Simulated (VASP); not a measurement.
Wanted: the native input for a VASP 6.6.1 run.

```
Task                   : relaxation of cell and atoms
Functional             : PBE
Potentials or basis    : VASP PAW PBE potentials, release 64 (Cd, In_d, O)
Cutoff                 : 600 eV
k mesh                 : 4 × 4 × 4
Occupations            : gaussian, width 0.1 eV
Spin                   : no spin polarisation
Dipole correction      : no
Further INCAR settings : ALGO = Normal; EDIFF = 1e-06; IBRION = 2; EDIFFG = -0.04; NSW = 90; ISIF = 3
```

The structure of CdInO4 lies in POSCAR:

```
CdInO4
1.0
    4.2710756000      0.0000000000      0.0000000000
    0.0000000000      4.2710756000      0.0000000000
    0.0000000000      0.0000000000      6.7159523700
Cd In O
1 1 4
Direct
    0.5000000000      0.5000000000      0.5000000000
    0.0000000000      0.0000000000      0.0000000000
    0.0000000000      0.0000000000      0.6788081900
    0.5000000000      0.0000000000      0.0000000000
    0.0000000000      0.5000000000      0.0000000000
    0.0000000000      0.0000000000      0.3211918100
```

One way to write it, as run:

INCAR

```
ALGO     = Normal         # electronic algorithm
EDIFF    = 1E-6           # SCF threshold, eV
EDIFFG   = -0.04          # ionic threshold
ENCUT    = 600            # plane-wave cutoff, eV
GGA      = PE             # functional
IBRION   = 2              # ionic algorithm
ISIF     = 3              # what is computed and relaxed
ISMEAR   = 0              # smearing method
LASPH    = True           # aspherical terms in the spheres
LCHARG   = False          # write CHGCAR
LREAL    = False          # projectors in reciprocal space
LWAVE    = False          # write WAVECAR
NELM     = 80             # most SCF steps
NSW      = 90             # ionic steps
PREC     = Accurate       # precision mode
SIGMA    = 0.1            # smearing width, eV
```

KPOINTS

```
k-points
0
Gamma
  4 4 4
```

Potentials or basis: VASP PAW PBE potentials, release 64 (Cd, In_d, O).

Launch:

```console
$ cat potpaw_PBE.64/Cd/POTCAR potpaw_PBE.64/In_d/POTCAR potpaw_PBE.64/O/POTCAR > POTCAR
$ mpirun -np 1 vasp_std > vasp.out
```

Results of the run:

| Property | Result |
| --- | --- |
| Relaxed volume | 16.50 Å³/atom |
| Relaxed cell | a = 4.063 Å, b = 4.063 Å, c = 5.996 Å, α = 90.00°, β = 90.00°, γ = 90.00° |
| Space group after relaxing (to 0.1 Å) | P4/mmm (No. 123) |
| Pressure after relaxing | -0.1 GPa |
| Largest force after relaxing | 0.021 eV/Å |
| Band gap on the k mesh | zero (an odd number of electrons rules out a gap without spin polarisation) |

Caveat: the k points lie up to 0.39 Å⁻¹ apart in the final cell, too coarse for converged energies and pressures of a metal; the volume moved by over 15 % at a fixed basis, so the end points are rough; spin-orbit coupling is left out, which moves the levels of the heavy elements; an odd number of electrons without spin polarisation forces a metal; a magnetic or distorted state may lie lower.

Wall time 25 min on 1 thread of Intel(R) Xeon(R) Platinum 8488C (Sapphire Rapids) (shared host), peak memory 0.32 GiB.
